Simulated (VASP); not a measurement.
# Pd (P4/mmm) in VASP: single point with PBEsol

Aim: the single point of Pd with PBEsol.

Program: VASP 6.6.1. These are calculated values, not measurements. Logs are shortened: lines on timing, memory, paths and dates and some standing lists are left out, and cuts for length are marked.

### 1 The cell of the first run

The structure is tetragonal, space group P4/mmm (No. 123). The conventional cell has a = 4.746 Å, b = 4.746 Å, c = 2.874 Å, α = 90.00°, β = 90.00°, γ = 90.00°. Within 3.8 Å of Pd (site symmetry 4/mmm) lie 2 Pd at 2.87 Å.

### 2 Single point, PBEsol

INCAR reads:

```
SYSTEM = Pd
PREC     = Accurate       ! precision mode
ENCUT    = 500            ! plane-wave cutoff, eV
EDIFF    = 1E-6           ! SCF threshold, eV
ISMEAR   = 1              ! smearing method
SIGMA    = 0.2            ! smearing width, eV
LREAL    = .FALSE.        ! projectors in reciprocal space
LASPH    = .TRUE.         ! aspherical terms in the spheres
NELM     = 120            ! most SCF steps
ALGO     = Normal         ! electronic algorithm
ISIF     = 2              ! what is computed and relaxed
LWAVE    = .FALSE.        ! write WAVECAR
LCHARG   = .FALSE.        ! write CHGCAR
GGA      = PS             ! functional
NBANDS   = 17             ! bands
GGA_COMPAT= .FALSE.
```

KPOINTS reads:

```
Automatic mesh
0
G
  5 5 5
  0 0 0
```

POSCAR reads:

```
Pd
1.0
   -3.3560000000      3.3560000000      2.8740000000
    3.3560000000     -3.3560000000      2.8740000000
    3.3560000000      3.3560000000     -2.8740000000
Pd
2
Direct
    0.2500000000      0.2500000000      0.0000000000
    0.7500000000      0.7500000000      0.0000000000
```

Potentials or basis: VASP PAW PBE potentials, release 64 (Pd).

Run with:

```console
> cat potpaw_PBE.64/Pd/POTCAR > POTCAR
> mpirun -np 1 vasp_std > vasp.out
```

OUTCAR:

```text
SYSTEM = Pd
   PREC = Accurate
   ENCUT = 500
   EDIFF = 1E-6
   ISMEAR = 1
   LREAL = .FALSE.
   LASPH = .TRUE.
   NELM = 120
   ISIF = 2
   GGA = PS

 ion  position               nearest neighbor table
   1  0.250  0.250  0.000-   2 2.87   2 2.87
   2  0.750  0.750  0.000-   1 2.87   1 2.87

  LATTYP: Found a body centered tetragonal cell.
 ALAT       =     6.7120000000
 C/A-ratio  =     0.8563766389

  Lattice vectors:

 A1 = (  -3.3560000000,   3.3560000000,   2.8740000000)
 A2 = (   3.3560000000,  -3.3560000000,   2.8740000000)
 A3 = (   3.3560000000,   3.3560000000,  -2.8740000000)

Analysis of symmetry for initial positions (statically):
=====================================================================
 Subroutine PRICEL returns following result:

  LATTYP: Found a simple tetragonal cell.
 ALAT       =     4.7461007153
 C/A-ratio  =     0.6055497286

  Lattice vectors:

 A1 = (   3.3560000000,  -3.3560000000,   0.0000000000)
 A2 = (   3.3560000000,   3.3560000000,   0.0000000000)
 A3 = (   0.0000000000,   0.0000000000,   2.8740000000)

   2 primitive cells build up your supercell.

 Routine SETGRP: Setting up the symmetry group for a
 body centered tetragonal supercell.

 Subroutine GETGRP returns: Found 16 space group operations
 (whereof 16 operations were pure point group operations)
 out of a pool of 16 trial point group operations.

The static configuration has the point symmetry D_4h.

Analysis of symmetry for dynamics (positions and initial velocities):
=====================================================================
 Subroutine PRICEL returns following result:

  LATTYP: Found a simple tetragonal cell.
 ALAT       =     4.7461007153
 C/A-ratio  =     0.6055497286

  Lattice vectors:

 A1 = (   3.3560000000,  -3.3560000000,   0.0000000000)
 A2 = (   3.3560000000,   3.3560000000,   0.0000000000)
 A3 = (   0.0000000000,   0.0000000000,   2.8740000000)

   2 primitive cells build up your supercell.

 Routine SETGRP: Setting up the symmetry group for a
 body centered tetragonal supercell.

 Subroutine GETGRP returns: Found 16 space group operations
 (whereof 16 operations were pure point group operations)
 out of a pool of 16 trial point group operations.

The dynamic configuration has the point symmetry D_4h.

 Subroutine INISYM returns: Found 16 space group operations
 (whereof 16 operations are pure point group operations),
 and found     2 'primitive' translations

----------------------------------------------------------------------------------------

                                     Primitive cell

  volume of cell :      64.7382

  direct lattice vectors                    reciprocal lattice vectors
     3.356000000 -3.356000000  0.000000000     0.148986889 -0.148986889  0.000000000
     3.356000000  3.356000000  0.000000000     0.148986889  0.148986889  0.000000000
     0.000000000  0.000000000  2.874000000     0.000000000  0.000000000  0.347947112

  length of vectors
     4.746100715  4.746100715  2.874000000     0.210699279  0.210699279  0.347947112

  position of ions in fractional coordinates (direct lattice)
     0.000000000  0.000000000  0.500000000

  ion indices of the primitive-cell ions
   primitive index   ion index
                 1           1

----------------------------------------------------------------------------------------

 KPOINTS: Automatic mesh

Automatic generation of k-mesh.
 Grid dimensions read from file:
 generate k-points for:    5    5    5

 Generating k-lattice:

  Cartesian coordinates                     Fractional coordinates (reciprocal lattice)
     0.000000000  0.029797378  0.034794711     0.200000000  0.000000000  0.000000000
     0.029797378  0.000000000  0.034794711     0.000000000  0.200000000  0.000000000
     0.029797378  0.029797378  0.000000000     0.000000000  0.000000000  0.200000000

  Length of vectors
     0.045809995  0.045809995  0.042139856

  Shift w.r.t. Gamma in fractional coordinates (k-lattice)
     0.000000000  0.000000000  0.000000000

 Subroutine IBZKPT returns following result:
 ===========================================

 Found     18 irreducible k-points:

 Following reciprocal coordinates:
            Coordinates               Weight
  0.000000  0.000000  0.000000      1.000000
  0.200000 -0.000000  0.000000      8.000000
  0.400000  0.000000  0.000000      8.000000
  0.200000  0.200000  0.000000      8.000000
  0.400000  0.200000  0.000000     16.000000
 -0.400000  0.200000  0.000000     16.000000
[... 10 lines left out ...]
 -0.400000  0.400000  0.400000      4.000000
 -0.400000 -0.400000  0.400000      2.000000
   k-points           NKPTS =     18   k-points in BZ     NKDIM =     18   number of bands    NBANDS=     17
   number of dos      NEDOS =    301   number of ions     NIONS =      2
   total plane-waves  NPLWV =  64000
   dimension x,y,z NGX =    40 NGY =   40 NGZ =   40
   dimension x,y,z NGXF=    80 NGYF=   80 NGZF=   80
   ions per type =               2
   NGX,Y,Z   is equivalent  to a cutoff of  11.99, 11.99, 11.99 a.u.
   NGXF,Y,Z  is equivalent  to a cutoff of  23.97, 23.97, 23.97 a.u.
 SYSTEM =  Pd
   PREC   = accura    normal or accurate (medium, high low for compatibility)
   ISTART =      0    job   : 0-new  1-cont  2-samecut
   ICHARG =      2    charge: 1-file 2-atom 10-const
   ISPIN  =      1    spin polarized calculation?
   LNONCOLLINEAR =      F non collinear calculations
   LSORBIT =      F    spin-orbit coupling
   LASPH  =      T    aspherical Exc in radial PAW
   ENCUT  =  500.0 eV  36.75 Ry    6.06 a.u.  10.12 10.12 10.12*2*pi/ulx,y,z
   NELM   =    120;   NELMIN=  2; NELMDL= -5     # of ELM steps
   EDIFF  = 0.1E-05   stopping-criterion for ELM
   LREAL  =      F    real-space projection
   EDIFFG = 0.1E-04   stopping-criterion for IOM
   NSW    =      0    number of steps for IOM
   IBRION =     -1    ionic relax: 0-MD 1-quasi-New 2-CG
   NFREE  =      0    steps in history (QN), initial steepest desc. (CG)
   ISIF   =      2    stress and relaxation
   ISYM   =      2    0-nonsym 1-usesym 2-fastsym
   POTIM  = 0.5000    time-step for ionic-motion
   TEBEG  =    0.0;   TEEND  =   0.0 temperature during run
   PSTRESS=    0.0 pullay stress
   NELECT =      20.0000    total number of electrons
   NUPDOWN=      -1.0000    fix difference up-down
   EMIN   =  10.00;   EMAX   =-10.00  energy-range for DOS
   EFERMI =   0.00;   METHOD = LEGACY
   ISMEAR =     1;   SIGMA  =   0.20  broadening in eV -4-tet -1-fermi 0-gaus
   EFERMI_NEDOS =   21; number of points for ismear=-14 and -15
   IALGO  =     38    algorithm
   IMIX   =      4    mixing-type and parameters
     AMIX     =   0.40;   BMIX     =  1.00
     AMIX_MAG =   1.60;   BMIX_MAG =  1.00
  volume/ion in A,a.u.               =      64.74       436.87
  Fermi-wavevector in a.u.,A,eV,Ry     =   0.878391  1.659919 10.497861  0.771571
  Thomas-Fermi vector in A             =   1.998471
   LORBIT       =      0    0 simple, 1 ext, 2 COOP (PROOUT), +10 PAW based schemes
   GGA     = PS    functional components
   LHFCALC =     F    Hartree Fock is set to
   AEXX    =    0.0000 exact exchange contribution
   IVDW    =     0    specifies the selected vdW correction
   LEPSILON=     F    determine dielectric tensor
   LRPA    =     F    only Hartree local field effects (RPA)
 non-spin polarized calculation
 Methfessel and Paxton  Order N= 1 SIGMA  =   0.20
  energy-cutoff  :      500.00
  volume of cell :      129.48
 maximum number of plane-waves:      3322
   NGX = 21   NGY = 21   NGZ = 21

 number of electron      19.9999993 magnetization

 Free energy of the ion-electron system (eV)
  ---------------------------------------------------
  ext. energy  EPLUGINS =         0.00000000
  ---------------------------------------------------
  free energy    TOTEN  =        -5.26204758 eV

  energy without entropy =       -5.26475471  energy(sigma->0) =       -5.26294995

 E-fermi :  -1.7851     XC(G=0):  -5.7293

 val. band max:       -1.7933186460   @ k =  -0.4000   0.4000   0.2000
 cond. band min:      -1.7623851731   @ k =  -0.4000   0.4000   0.0000
 fundamental gap:      0.0309334730
 Fermi energy:        -1.7850679475

 k-point     1 :       0.0000    0.0000    0.0000
  band No.  band energies     occupation
      1      -4.2942      2.00000
      2      -3.2479      2.00000
      3      -3.2479      2.00000
      4      -2.6428      2.00000
      5      -2.5172      2.00000
      6      -2.2919      2.00199
[... 9 lines left out ...]
     16       5.6189      0.00000
     17       5.6189      0.00000

 k-point     2 :       0.2000   -0.0000    0.0000
  band No.  band energies     occupation
      1      -4.0239      2.00000
      2      -3.1352      2.00000
      3      -3.1331      2.00000
      4      -2.4640      2.00002
      5      -2.4333      2.00005
      6      -2.2795      2.00262
[... 9 lines left out ...]
     16       4.8999      0.00000
     17       6.4141      0.00000

 k-point     3 :       0.4000    0.0000    0.0000
  band No.  band energies     occupation
      1      -3.3067      2.00000
      2      -2.8210      2.00000
      3      -2.8117      2.00000
      4      -2.4625      2.00002
      5      -2.3911      2.00016
      6      -2.3906      2.00016
[... 9 lines left out ...]
     16       4.0823      0.00000
     17       7.4621      0.00000

 k-point     4 :       0.2000    0.2000    0.0000
  band No.  band energies     occupation
      1      -3.3124      2.00000
      2      -2.8452      2.00000
      3      -2.8103      2.00000
      4      -2.4532      2.00002
      5      -2.3978      2.00013
      6      -2.3614      2.00036
[... 9 lines left out ...]
     16       5.2870      0.00000
     17       6.5766      0.00000

 k-point     5 :       0.4000    0.2000    0.0000
  band No.  band energies     occupation
      1      -3.2980      2.00000
      2      -2.8260      2.00000
      3      -2.7615      2.00000
      4      -2.4817      2.00001
      5      -2.4163      2.00008
      6      -2.3787      2.00022
[... 9 lines left out ...]
     16       5.9391      0.00000
     17       6.8556      0.00000

 k-point     6 :      -0.4000    0.2000    0.0000
  band No.  band energies     occupation
      1      -3.9994      2.00000
      2      -3.1428      2.00000
      3      -3.0849      2.00000
      4      -2.4419      2.00003
      5      -2.3184      2.00107
      6      -2.1095      2.04409
[... 9 lines left out ...]
     16       5.6715      0.00000
     17       6.6152      0.00000
[... 161 lines left out ...]
 k-point    15 :      -0.2000   -0.4000    0.2000
  band No.  band energies     occupation
      1      -3.2909      2.00000
      2      -2.7697      2.00000
      3      -2.7650      2.00000
      4      -2.5009      2.00001
      5      -2.4055      2.00010
      6      -2.4006      2.00012
[... 9 lines left out ...]
     16       5.3741      0.00000
     17       5.6319      0.00000

 k-point    16 :      -0.2000   -0.2000    0.2000
  band No.  band energies     occupation
      1      -3.3190      2.00000
      2      -2.8382      2.00000
      3      -2.8382      2.00000
      4      -2.4439      2.00003
      5      -2.3959      2.00014
      6      -2.3306      2.00079
[... 9 lines left out ...]
     16       5.0719      0.00000
     17       5.6696      0.00000

 k-point    17 :      -0.4000    0.4000    0.4000
  band No.  band energies     occupation
      1      -4.2162      2.00000
      2      -3.1784      2.00000
      3      -3.1766      2.00000
      4      -2.4475      2.00003
      5      -2.2707      2.00318
      6      -2.1450      2.02889
[... 9 lines left out ...]
     16       4.7041      0.00000
     17       7.8213      0.00000

 k-point    18 :      -0.4000   -0.4000    0.4000
  band No.  band energies     occupation
      1      -3.9633      2.00000
      2      -3.0603      2.00000
      3      -3.0603      2.00000
      4      -2.4332      2.00005
      5      -2.2151      2.00956
      6      -2.1937      2.01386
[... 9 lines left out ...]
     16       4.7698      0.00000
     17       7.5129      0.00000

------------------------ aborting loop because EDIFF is reached ----------------------------------------

  FORCE on cell =-STRESS in cart. coord.  units (eV):
  Direction    XX          YY          ZZ          XY          YZ          ZX
  --------------------------------------------------------------------------------------
  -------------------------------------------------------------------------------------
  Total       -1.3162545     -1.3162545     -6.5345701      0.0000000      0.0000000      0.0000000
  in kB      -16.2877006    -16.2877006    -80.8605967      0.0000000      0.0000000      0.0000000
  external PRESSURE =     -37.8119993 kB  Pullay stress =       0.0000000 kB

 VOLUME and BASIS-vectors are now :
 -----------------------------------------------------------------------------
  energy-cutoff  :      500.00
  volume of cell :      129.48
      direct lattice vectors                 reciprocal lattice vectors
    -3.356000000  3.356000000  2.874000000     0.000000000  0.148986889  0.173973556
     3.356000000 -3.356000000  2.874000000     0.148986889  0.000000000  0.173973556
     3.356000000  3.356000000 -2.874000000     0.148986889  0.148986889  0.000000000

 POSITION                                       TOTAL-FORCE (eV/Angst)
 -----------------------------------------------------------------------------------
      0.00000      0.00000      1.43700        -0.000000      0.000000     -0.000000
      0.00000      0.00000      4.31100         0.000000      0.000000      0.000000
 -----------------------------------------------------------------------------------
    total drift:                               -0.000000     -0.000000      0.000000

  FREE ENERGIE OF THE ION-ELECTRON SYSTEM (eV)
  ---------------------------------------------------
  free  energy   TOTEN  =        -5.2620475781 eV

  energy  without entropy=       -5.2647547070  energy(sigma->0) =       -5.26294995
```

Run time: 14 s. Hardware: 1 thread of Intel Xeon 6975P-C (Granite Rapids), shared host; peak memory 0.24 GiB.

What came out:

| Property | Result |
| --- | --- |
| Free energy | -5.2620 eV |
| Pressure | -3.8 GPa |
| Band gap on the k mesh | zero (band 10 reaches -1.75 eV, above the bottom of band 11 at -2.09 eV) |

Stress tensor (GPa, compression positive):
```
-1.63  0.00  0.00
 0.00 -1.63  0.00
 0.00  0.00 -8.09
```

Levels at points of the mesh, in eV from the Fermi level:
| k point | band 6 | band 7 | band 8 | band 9 | band 10 | band 11 | band 12 | band 13 | band 14 | band 15 |
| --- | --- | --- | --- | --- | --- | --- | --- | --- | --- | --- |
| (0.00, 0.00, 0.00) | -0.51 | -0.33 | -0.22 | 0.03 | 0.03 | 0.14 | 4.69 | 5.73 | 5.73 | 6.62 |

Caveat: the PAW data sets were made with another functional, which shifts forces and pressure a little.
